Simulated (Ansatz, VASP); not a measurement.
RbBr in VASP and in Ansatz

Contents of INCAR:

```
PREC = Accurate ; ENCUT = 520
EDIFF = 1E-7 ; ISMEAR = 0
SIGMA = 0.05 ; LREAL = F
LASPH = T ; NELM = 60
ALGO = Normal ; ISIF = 2
LWAVE = F ; LCHARG = F
GGA = CA ; NBANDS = 15
```

Contents of KPOINTS:

```
regular mesh
0
Gamma
  6 6 6
```

File POSCAR:

```
RbBr
1.0
    0.0000000000      3.4275000000      3.4275000000
    3.3418125000      0.0000000000      3.4275000000
    3.3418125000      3.4275000000      0.0000000000
Rb Br
1 1
Direct
    0.0000000000      0.0000000000      0.0000000000
    0.5000000000      0.5000000000      0.5000000000
```

Input for Ansatz:

```yaml
crystal:
  lattice:
    - [0.0, 3.4275, 3.4275]
    - [3.3418125, 0.0, 3.4275]
    - [3.3418125, 3.4275, 0.0]
  atoms:
    - { symbol: Rb, position: [0.0, 0.0, 0.0] }
    - { symbol: Br, position: [0.5, 0.5, 0.5] }
basis:
  ecutwfc: 420
kpoints:
  mp_grid: { grid: [6, 6, 6] }
hamiltonian:
  xc: lda
scf:
  occupations: { method: gaussian, width: 0.05 }
output:
  forces: true
  stress: true
  eigenvalues: true
```

Change from the starting cell: strain -0.0250 x Voigt [1, 0, 0, 0, 0, 0], atoms carried along.

Alike in both runs: task single point; functional LDA; k mesh 6 × 6 × 6; occupations gaussian, width 0.05 eV; no spin polarisation.

|  | VASP | Ansatz |
| --- | --- | --- |
| version | VASP 6.6.1 | Ansatz 0.2.0 |
| potentials or method | VASP PAW LDA potentials, release 64 (Rb_sv, Br), cutoff 520 eV | scalar-relativistic, plane waves, PAW |
| valence electrons in the cell | 16 | 16 |

```csv
,VASP,Ansatz,Ansatz less VASP
gap on the k mesh at the Fermi level (eV),3.99,3.98,-0.010
least direct gap on the mesh (eV),3.99,3.98,-0.010
pressure (GPa),-0.8,-0.9,-0.05
"traceless stress, the component that is largest in VASP (GPa)",0.55,0.54,-0.012
```

LDA's correlation is that of Perdew and Zunger in VASP and of Perdew and Wang (1992) in Ansatz.
